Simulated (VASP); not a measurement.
Wanted: the native input for a VASP 6.6.1 run.

| Property | Result |
| --- | --- |
| Task | relaxation of cell and atoms |
| Functional | PBE |
| Dispersion | D3(BJ) |
| Potentials or basis | VASP PAW PBE potentials, release 64 (B, P) |
| Cutoff | 500 eV |
| k mesh | 10 × 10 × 10 |
| Occupations | gaussian, width 0.02 eV |
| Spin | no spin polarisation |
| Dipole correction | no |
| Further INCAR settings | ALGO = Normal; EDIFF = 1e-07; IBRION = 2; EDIFFG = -0.002; NSW = 100; ISIF = 3 |

The structure of BP (f.bd3) lies in POSCAR:

```
BP
1.0
    0.0000000000      2.2600000000      2.2600000000
    2.2600000000      0.0000000000      2.2600000000
    2.2600000000      2.2600000000      0.0000000000
B P
1 1
Direct
    0.0000000000      0.0000000000      0.0000000000
    0.2500000000      0.2500000000      0.2500000000
```

These files were run (other wordings do the same):

INCAR

```
ALGO     = Normal         # electronic algorithm
EDIFF    = 1E-7           # SCF threshold, eV
EDIFFG   = -0.002         # ionic threshold
ENCUT    = 500            # plane-wave cutoff, eV
GGA      = PE             # functional
GGA_COMPAT= False        
IBRION   = 2              # ionic algorithm
ISIF     = 3              # what is computed and relaxed
ISMEAR   = 0              # smearing method
IVDW     = 12             # dispersion correction
LASPH    = True           # aspherical terms in the spheres
LCHARG   = False          # write CHGCAR
LREAL    = False          # projectors in reciprocal space
LWAVE    = False          # write WAVECAR
NELM     = 120            # most SCF steps
NELMIN   = 4            
NSW      = 100            # ionic steps
PREC     = Accurate       # precision mode
SIGMA    = 0.02           # smearing width, eV
```

KPOINTS

```
k-points
0
Gamma
  10 10 10
```

Potentials or basis: VASP PAW PBE potentials, release 64 (B, P).

The run is started by

```bash
$ cat potpaw_PBE.64/B/POTCAR potpaw_PBE.64/P/POTCAR > POTCAR
$ mpirun -np 1 vasp_std > vasp.out
```

It gave:

| Property | Result |
| --- | --- |
| Relaxed volume | 11.43 Å³/atom |
| Relaxed cell | a = 3.186 Å, b = 3.186 Å, c = 3.186 Å, α = 60.00°, β = 60.00°, γ = 60.00° |
| Space group after relaxing (to 0.05 Å) | F-43m (No. 216) |
| Energy gained by relaxing | 0.6 meV/atom |
| Ionic steps | 3 |
| Pressure after relaxing | 0.0 GPa |
| Band gap on the k mesh | 1.21 eV, indirect (least direct gap 3.43 eV) |
| Dispersion energy per atom | -0.331 eV |

It took 33 s on 1 thread of AMD EPYC 7R13 (shared host), peak memory 0.12 GiB.
